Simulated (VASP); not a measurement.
# TiH2 (I4/mmm) in VASP: notebook

Runs on TiH2. Level: PBEsol. Tasks: single point, relaxation of cell and atoms.

Everything below comes from runs of VASP 6.6.1. Logs are shortened: lines on timing, memory, paths and dates and some standing lists are left out, and cuts for length are marked.

## (1) The cell of the first run

It takes space group I4/mmm (No. 139, tetragonal). Conventional cell: a = 3.176 Å, b = 3.176 Å, c = 4.139 Å, α = 90.00°, β = 90.00°, γ = 90.00°. Within 2.5 Å of Ti (site symmetry 4/mmm) lie 8 H at 1.90 Å. Within 2.5 Å of H (site symmetry -4m2) lie 4 Ti at 1.90 Å and 6 H at 2.07 to 2.25 Å.

## (2) Single point, PBEsol

File INCAR:

```
SYSTEM = TiH2
PREC = Accurate ; ENCUT = 520
EDIFF = 1E-6 ; ISMEAR = 0
SIGMA = 0.1 ; LREAL = .False.
LASPH = .True. ; NELM = 60
ALGO = Normal ; ISIF = 2
LWAVE = .False. ; LCHARG = .True.
GGA = PS ; LELF = .True.
LVHAR = .True. ; NBANDS = 14
```

File KPOINTS:

```
Automatic mesh
0
Gamma
  18 18 18
  0 0 0
```

File POSCAR:

```
TiH2
1.0
   -1.5880572589      1.5880572589      2.0697220062
    1.5880572589     -1.5880572589      2.0697220062
    1.5880572589      1.5880572589     -2.0697220062
Ti H
1 2
Direct
    0.0000000000      0.0000000000      0.0000000000
    0.7500000000      0.2500000000      0.5000000000
    0.2500000000      0.7500000000      0.5000000000
```

Potentials or basis: VASP PAW PBE potentials, release 64 (Ti_sv, H).

On the command line:

```bash
cat potpaw_PBE.64/Ti_sv/POTCAR potpaw_PBE.64/H/POTCAR > POTCAR
mpirun -np 1 vasp_std > vasp.out
```

OUTCAR:

```text
SYSTEM = TiH2
   PREC = Accurate
   ENCUT = 520
   EDIFF = 1E-6
   ISMEAR = 0
   LREAL = .False.
   LASPH = .True.
   NELM = 60
   ISIF = 2
   GGA = PS

 ion  position               nearest neighbor table
   1  0.000  0.000  0.000-   2 1.90   3 1.90   2 1.90   3 1.90   2 1.90   3 1.90   2 1.90   3 1.90

   2  0.750  0.250  0.500-   1 1.90   1 1.90   1 1.90   1 1.90
   3  0.250  0.750  0.500-   1 1.90   1 1.90   1 1.90   1 1.90

  LATTYP: Found a body centered tetragonal cell.
 ALAT       =     3.1761145178
 C/A-ratio  =     1.3033043957

  Lattice vectors:

 A1 = (  -1.5880572589,   1.5880572589,   2.0697220062)
 A2 = (   1.5880572589,  -1.5880572589,   2.0697220062)
 A3 = (   1.5880572589,   1.5880572589,  -2.0697220062)

Analysis of symmetry for initial positions (statically):
=====================================================================
 Subroutine PRICEL returns:
 Original cell was already a primitive cell.

 Routine SETGRP: Setting up the symmetry group for a
 body centered tetragonal supercell.

 Subroutine GETGRP returns: Found 16 space group operations
 (whereof 16 operations were pure point group operations)
 out of a pool of 16 trial point group operations.

The static configuration has the point symmetry D_4h.

Analysis of symmetry for dynamics (positions and initial velocities):
=====================================================================
 Subroutine PRICEL returns:
 Original cell was already a primitive cell.

 Routine SETGRP: Setting up the symmetry group for a
 body centered tetragonal supercell.

 Subroutine GETGRP returns: Found 16 space group operations
 (whereof 16 operations were pure point group operations)
 out of a pool of 16 trial point group operations.

The dynamic configuration has the point symmetry D_4h.

 Subroutine INISYM returns: Found 16 space group operations
 (whereof 16 operations are pure point group operations),
 and found     1 'primitive' translations

----------------------------------------------------------------------------------------

                                     Primitive cell

  volume of cell :      20.8787

  direct lattice vectors                    reciprocal lattice vectors
    -1.588057259  1.588057259  2.069722006     0.000000000  0.314850108  0.241578337
     1.588057259 -1.588057259  2.069722006     0.314850108  0.000000000  0.241578337
     1.588057259  1.588057259 -2.069722006     0.314850108  0.314850108  0.000000000

  length of vectors
     3.054112129  3.054112129  3.054112129     0.396850959  0.396850959  0.445265293

  position of ions in fractional coordinates (direct lattice)
     0.000000000  0.000000000  0.000000000
     0.750000000  0.250000000  0.500000000
     0.250000000  0.750000000  0.500000000

  ion indices of the primitive-cell ions
   primitive index   ion index
                 1           1
                 2           2
                 3           3

----------------------------------------------------------------------------------------

 KPOINTS: Automatic mesh

Automatic generation of k-mesh.
 Grid dimensions read from file:
 generate k-points for:   18   18   18

 Generating k-lattice:

  Cartesian coordinates                     Fractional coordinates (reciprocal lattice)
     0.000000000  0.017491673  0.013421019     0.055555556 -0.000000000  0.000000000
     0.017491673  0.000000000  0.013421019    -0.000000000  0.055555556  0.000000000
     0.017491673  0.017491673  0.000000000     0.000000000  0.000000000  0.055555556

  Length of vectors
     0.022047275  0.022047275  0.024736961

  Shift w.r.t. Gamma in fractional coordinates (k-lattice)
     0.000000000  0.000000000  0.000000000

 Subroutine IBZKPT returns following result:
 ===========================================

 Found    480 irreducible k-points:

 Following reciprocal coordinates:
            Coordinates               Weight
  0.000000  0.000000  0.000000      1.000000
  0.055556 -0.000000  0.000000      8.000000
  0.111111 -0.000000  0.000000      8.000000
  0.166667 -0.000000  0.000000      8.000000
  0.222222 -0.000000  0.000000      8.000000
  0.277778 -0.000000  0.000000      8.000000
[... 16 lines left out ...]
 -0.277778  0.055556 -0.000000     16.000000
 -0.222222  0.055556  0.000000     16.000000
 [... further k-points ...]
   k-points           NKPTS =    480   k-points in BZ     NKDIM =    480   number of bands    NBANDS=     14
   number of dos      NEDOS =    301   number of ions     NIONS =      3
   total plane-waves  NPLWV =  13824
   dimension x,y,z NGX =    24 NGY =   24 NGZ =   24
   dimension x,y,z NGXF=    48 NGYF=   48 NGZF=   48
   ions per type =               1   2
   NGX,Y,Z   is equivalent  to a cutoff of  13.06, 13.06, 13.06 a.u.
   NGXF,Y,Z  is equivalent  to a cutoff of  26.13, 26.13, 26.13 a.u.
 SYSTEM =  TiH2
   PREC   = accura    normal or accurate (medium, high low for compatibility)
   ISTART =      0    job   : 0-new  1-cont  2-samecut
   ICHARG =      2    charge: 1-file 2-atom 10-const
   ISPIN  =      1    spin polarized calculation?
   LNONCOLLINEAR =      F non collinear calculations
   LSORBIT =      F    spin-orbit coupling
   LASPH  =      T    aspherical Exc in radial PAW
   ENCUT  =  520.0 eV  38.22 Ry    6.18 a.u.   5.68  5.68  5.68*2*pi/ulx,y,z
   NELM   =     60;   NELMIN=  2; NELMDL= -5     # of ELM steps
   EDIFF  = 0.1E-05   stopping-criterion for ELM
   LREAL  =      F    real-space projection
   EDIFFG = 0.1E-04   stopping-criterion for IOM
   NSW    =      0    number of steps for IOM
   IBRION =     -1    ionic relax: 0-MD 1-quasi-New 2-CG
   NFREE  =      0    steps in history (QN), initial steepest desc. (CG)
   ISIF   =      2    stress and relaxation
   ISYM   =      2    0-nonsym 1-usesym 2-fastsym
   POTIM  = 0.5000    time-step for ionic-motion
   TEBEG  =    0.0;   TEEND  =   0.0 temperature during run
   PSTRESS=    0.0 pullay stress
   NELECT =      14.0000    total number of electrons
   NUPDOWN=      -1.0000    fix difference up-down
   EMIN   =  10.00;   EMAX   =-10.00  energy-range for DOS
   EFERMI =   0.00;   METHOD = LEGACY
   ISMEAR =     0;   SIGMA  =   0.10  broadening in eV -4-tet -1-fermi 0-gaus
   EFERMI_NEDOS =   21; number of points for ismear=-14 and -15
   IALGO  =     38    algorithm
   IMIX   =      4    mixing-type and parameters
     AMIX     =   0.40;   BMIX     =  1.00
     AMIX_MAG =   1.60;   BMIX_MAG =  1.00
  volume/ion in A,a.u.               =       6.96        46.97
  Fermi-wavevector in a.u.,A,eV,Ry     =   1.432901  2.707790 27.935539  2.053204
  Thomas-Fermi vector in A             =   2.552478
   LORBIT       =      0    0 simple, 1 ext, 2 COOP (PROOUT), +10 PAW based schemes
   GGA     = PS    functional components
   LHFCALC =     F    Hartree Fock is set to
   AEXX    =    0.0000 exact exchange contribution
   IVDW    =     0    specifies the selected vdW correction
   LEPSILON=     F    determine dielectric tensor
   LRPA    =     F    only Hartree local field effects (RPA)
 non-spin polarized calculation
 Gauss-broadening in eV      SIGMA  =   0.10
  energy-cutoff  :      520.00
  volume of cell :       20.88
 maximum number of plane-waves:       588
   NGX = 11   NGY = 11   NGZ = 11

 number of electron      13.9999998 magnetization

 Free energy of the ion-electron system (eV)
  ---------------------------------------------------
  ext. energy  EPLUGINS =         0.00000000
  ---------------------------------------------------
  free energy    TOTEN  =       -16.64400040 eV

  energy without entropy =      -16.63886235  energy(sigma->0) =      -16.64143137

 E-fermi :   8.0068     XC(G=0): -11.8883

 val. band max:        8.0051666787   @ k =   0.1111   0.0556   0.0000
 cond. band min:       8.0111284045   @ k =   0.0000   0.0000   0.0000
 fundamental gap:      0.0059617258
 Fermi energy:         8.0067855465

 k-point     1 :       0.0000    0.0000    0.0000
  band No.  band energies     occupation
      1     -48.9269      2.00000
      2     -25.0899      2.00000
      3     -25.0899      2.00000
      4     -25.0618      2.00000
      5      -2.6802      2.00000
      6       7.6132      2.00000
      7       7.6132      2.00000
      8       8.0111      0.95103
      9       8.8319      0.00000
     10       9.2649      0.00000
     11       9.8498      0.00000
     12      22.6401      0.00000
     13      23.6630      0.00000
     14      23.6630      0.00000

 k-point     2 :       0.0556   -0.0000    0.0000
  band No.  band energies     occupation
      1     -48.9248      2.00000
      2     -25.1004      2.00000
      3     -25.0923      2.00000
      4     -25.0668      2.00000
      5      -2.6002      2.00000
      6       7.0859      2.00000
      7       7.6447      2.00000
      8       7.9160      1.80082
      9       9.2504      0.00000
     10       9.5426      0.00000
     11       9.8232      0.00000
     12      21.7853      0.00000
     13      23.7097      0.00000
     14      24.0754      0.00000

 k-point     3 :       0.1111   -0.0000    0.0000
  band No.  band energies     occupation
      1     -48.9188      2.00000
      2     -25.1378      2.00000
      3     -25.0993      2.00000
      4     -25.0737      2.00000
      5      -2.3656      2.00000
      6       6.1887      2.00000
      7       7.7251      1.99993
      8       7.9929      1.15529
      9       9.2248      0.00000
     10       9.7532      0.00000
     11      10.6079      0.00000
     12      20.5254      0.00000
     13      23.8276      0.00000
     14      23.9150      0.00000
[... 324 lines left out ...]
 k-point    23 :      -0.2778    0.0556   -0.0000
  band No.  band energies     occupation
      1     -48.8894      2.00000
      2     -25.3271      2.00000
      3     -25.1335      2.00000
      4     -25.0972      2.00000
      5      -1.0999      2.00000
      6       4.1536      2.00000
      7       7.8290      1.98808
      8       8.3045      0.00003
      9       9.3310      0.00000
     10       9.8227      0.00000
     11      13.0906      0.00000
     12      17.5015      0.00000
     13      20.9963      0.00000
     14      22.8719      0.00000

 k-point    24 :      -0.2222    0.0556    0.0000
  band No.  band energies     occupation
      1     -48.9012      2.00000
      2     -25.2507      2.00000
      3     -25.1193      2.00000
      4     -25.0899      2.00000
      5      -1.6324      2.00000
      6       4.7805      2.00000
      7       7.8836      1.91841
      8       8.2501      0.00058
      9       9.1308      0.00000
     10       9.7496      0.00000
     11      12.3617      0.00000
     12      18.5457      0.00000
     13      21.7968      0.00000
     14      23.2665      0.00000

 [... further k-points ...]
[... 5 lines left out ...]
  --------------------------------------------------------------------------------------
  -------------------------------------------------------------------------------------
  Total        0.0045569      0.0045569      0.0022900      0.0000000      0.0000000     -0.0000000
  in kB        0.3496805      0.3496805      0.1757306      0.0000000      0.0000000     -0.0000000
  external PRESSURE =       0.2916972 kB  Pullay stress =       0.0000000 kB

 VOLUME and BASIS-vectors are now :
 -----------------------------------------------------------------------------
  energy-cutoff  :      520.00
  volume of cell :       20.88
      direct lattice vectors                 reciprocal lattice vectors
    -1.588057259  1.588057259  2.069722006     0.000000000  0.314850108  0.241578337
     1.588057259 -1.588057259  2.069722006     0.314850108  0.000000000  0.241578337
     1.588057259  1.588057259 -2.069722006     0.314850108  0.314850108  0.000000000

 POSITION                                       TOTAL-FORCE (eV/Angst)
 -----------------------------------------------------------------------------------
      0.00000      0.00000      0.00000         0.000000     -0.000000     -0.000000
      0.00000      1.58806      1.03486        -0.000000      0.000000     -0.000000
      1.58806      0.00000      1.03486        -0.000000     -0.000000      0.000000
 -----------------------------------------------------------------------------------
    total drift:                                0.000000      0.000000      0.000000

  FREE ENERGIE OF THE ION-ELECTRON SYSTEM (eV)
  ---------------------------------------------------
  free  energy   TOTEN  =       -16.6440003973 eV

  energy  without entropy=      -16.6388623518  energy(sigma->0) =      -16.64143137
```

Wall time 52 s (1 thread of AMD EPYC 9R45 (Zen 5), shared host); peak memory 0.23 GiB.

Results:

- Free energy: -16.6440 eV
- Pressure: 0.0 GPa
- Band gap on the k mesh: zero (bands 7 and 8 overlap by 0.71 eV)

Caveat: the PAW data sets were made with another functional, which shifts forces and pressure a little.

## (3) Relaxation of cell and atoms, PBEsol

This run uses another cell than the first one, of 7.25 Å³/atom.

File INCAR:

```
SYSTEM = TiH2
PREC = Accurate ; ENCUT = 600
EDIFF = 1E-6 ; ISMEAR = 0
SIGMA = 0.1 ; LREAL = .False.
LASPH = .True. ; NELM = 100
ALGO = Normal ; ISIF = 3
LWAVE = .False. ; LCHARG = .False.
GGA = PS ; IBRION = 2
NSW = 100 ; EDIFFG = -0.005
```

KPOINTS is that of step 2.

File POSCAR:

```
TiH2
1.0
   -1.5965000000      1.5965000000      2.1335000000
    1.5965000000     -1.5965000000      2.1335000000
    1.5965000000      1.5965000000     -2.1335000000
Ti H
1 2
Direct
    0.0000000000      0.0000000000      0.0000000000
    0.7500000000      0.2500000000      0.5000000000
    0.2500000000      0.7500000000      0.5000000000
```

Potentials or basis: VASP PAW PBE potentials, release 64 (Ti_sv, H).

On the command line:

```bash
cat potpaw_PBE.64/Ti_sv/POTCAR potpaw_PBE.64/H/POTCAR > POTCAR
mpirun -np 1 vasp_std > vasp.out
```

OUTCAR:

```text
SYSTEM = TiH2
   PREC = Accurate
   ENCUT = 600
   EDIFF = 1E-6
   ISMEAR = 0
   LREAL = .False.
   LASPH = .True.
   NELM = 100
   ISIF = 3
   GGA = PS
   IBRION = 2
   NSW = 100
   EDIFFG = -0.005

 ion  position               nearest neighbor table
   1  0.000  0.000  0.000-
   2  0.750  0.250  0.500-
   3  0.250  0.750  0.500-

  LATTYP: Found a body centered tetragonal cell.
 ALAT       =     3.1930000000
 C/A-ratio  =     1.3363607892

  Lattice vectors:

 A1 = (  -1.5965000000,   1.5965000000,   2.1335000000)
 A2 = (   1.5965000000,  -1.5965000000,   2.1335000000)
 A3 = (   1.5965000000,   1.5965000000,  -2.1335000000)

Analysis of symmetry for initial positions (statically):
[... 444 lines left out ...]
  energy without entropy =      -16.64077018  energy(sigma->0) =      -16.64334032

 E-fermi :   8.0076     XC(G=0): -11.8886

 val. band max:        8.0059071620   @ k =   0.1111   0.0556   0.0000
 cond. band min:       8.0117123695   @ k =   0.0000   0.0000   0.0000
 fundamental gap:      0.0058052075
 Fermi energy:         8.0076092216

 k-point     1 :       0.0000    0.0000    0.0000
  band No.  band energies     occupation
      1     -48.9255      2.00000
      2     -25.0892      2.00000
      3     -25.0892      2.00000
      4     -25.0609      2.00000
      5      -2.6792      2.00000
      6       7.6140      2.00000
      7       7.6140      2.00000
      8       8.0117      0.95373
      9       8.8329      0.00000
     10       9.2662      0.00000
     11       9.8508      0.00000
[... 309 lines left out ...]
 k-point    24 :      -0.2222    0.0556    0.0000
  band No.  band energies     occupation
      1     -48.8998      2.00000
      2     -25.2499      2.00000
      3     -25.1186      2.00000
      4     -25.0890      2.00000
      5      -1.6314      2.00000
      6       4.7809      2.00000
      7       7.8845      1.91822
      8       8.2507      0.00059
      9       9.1319      0.00000
     10       9.7507      0.00000
     11      12.3627      0.00000

 [... further k-points ...]
[... 5 lines left out ...]
  --------------------------------------------------------------------------------------
  -------------------------------------------------------------------------------------
  Total        0.0147171      0.0147171      0.0126076      0.0000000      0.0000000      0.0000000
  in kB        1.1294696      1.1294696      0.9675702      0.0000000      0.0000000      0.0000000
  external PRESSURE =       1.0755031 kB  Pullay stress =       0.0000000 kB
[... 18 lines left out ...]
  FREE ENERGIE OF THE ION-ELECTRON SYSTEM (eV)
  ---------------------------------------------------
  free  energy   TOTEN  =       -16.6459104503 eV

  energy  without entropy=      -16.6407701834  energy(sigma->0) =      -16.64334032

 reached required accuracy - stopping structural energy minimisation
```

OSZICAR:

```text
N       E                     dE             d eps       ncg     rms          rms(c)
DAV:   1     0.975558397031E+02    0.97556E+02   -0.82863E+03 10560   0.163E+03
DAV:   2    -0.133782944017E+02   -0.11093E+03   -0.10809E+03 10728   0.362E+02
[... 60 lines left out ...]
   7 F= -.16645908E+02 E0= -.16643309E+02  d E =-.114998E-02
       N       E                     dE             d eps       ncg     rms          rms(c)
DAV:   1    -0.166459754148E+02   -0.67345E-04   -0.44845E-03 11471   0.108E+00    0.643E-02
DAV:   2    -0.166459286019E+02    0.46813E-04   -0.15457E-04 10791   0.176E-01    0.323E-02
DAV:   3    -0.166459103563E+02    0.18246E-04   -0.26001E-05 13442   0.871E-02    0.370E-03
DAV:   4    -0.166459104503E+02   -0.93908E-07   -0.30488E-06 10629   0.267E-02
   8 F= -.16645910E+02 E0= -.16643340E+02  d E =-.115258E-02
```

CONTCAR:

```text
TiH2
   1.00000000000000
    -1.5879740078980160    1.5879740078980160    2.0697226202998387
     1.5879740078980160   -1.5879740078980160    2.0697226202998387
     1.5879740078980160    1.5879740078980160   -2.0697226202998387
  Ti              H
     1     2
Direct
     0.0000000000000000    1.0000000000000000    0.0000000000000000
     0.7500000000000000    0.2500000000000000    0.5000000000000000
     0.2500000000000000    0.7500000000000000    0.5000000000000000

  0.00000000E+00  0.00000000E+00  0.00000000E+00
  0.00000000E+00  0.00000000E+00  0.00000000E+00
  0.00000000E+00  0.00000000E+00  0.00000000E+00
```

Run time: 5.1 min. Hardware: 1 thread of AMD EPYC 9R45 (Zen 5), shared host; peak memory 0.27 GiB.

What came out:

```
Free energy                           : -16.6459 eV
Relaxed volume                        : 6.96 Å³/atom
Relaxed cell                          : a = 3.054 Å, b = 3.054 Å, c = 3.054 Å, α = 117.34°, β = 117.34°, γ = 94.67°
Space group after relaxing (to 0.1 Å) : I4/mmm (No. 139)
Energy gained by relaxing             : 5.2 meV/atom
Ionic steps                           : 8
Pressure after relaxing               : 0.1 GPa
Band gap on the k mesh                : zero (bands 7 and 8 overlap by 0.71 eV)
```

Step by step:
```
step  energy change (eV)  largest force (eV/Å)  pressure (GPa)  volume (Å³)
   1              0.0000                0.0000           -5.42        21.75
   2             -0.0144                0.0000           -0.43        20.99
   3             -0.0145                0.0000           -0.02        20.93
   4             -0.0145                0.0000            0.12        20.91
   5             -0.0147                0.0000            0.09        20.91
   6             -0.0152                0.0000            0.12        20.90
   7             -0.0156                0.0000            0.13        20.88
   8             -0.0157                0.0000            0.11        20.88
```

Final structure:
```yaml
crystal:
  lattice:
    - [-1.58797, 1.58797, 2.06972]
    - [1.58797, -1.58797, 2.06972]
    - [1.58797, 1.58797, -2.06972]
  atoms:
    - { symbol: Ti, position: [0.00000, 0.00000, 0.00000] }
    - { symbol: H, position: [0.75000, 0.25000, 0.50000] }
    - { symbol: H, position: [0.25000, 0.75000, 0.50000] }
```

Caveat: the PAW data sets were made with another functional, which shifts forces and pressure a little.
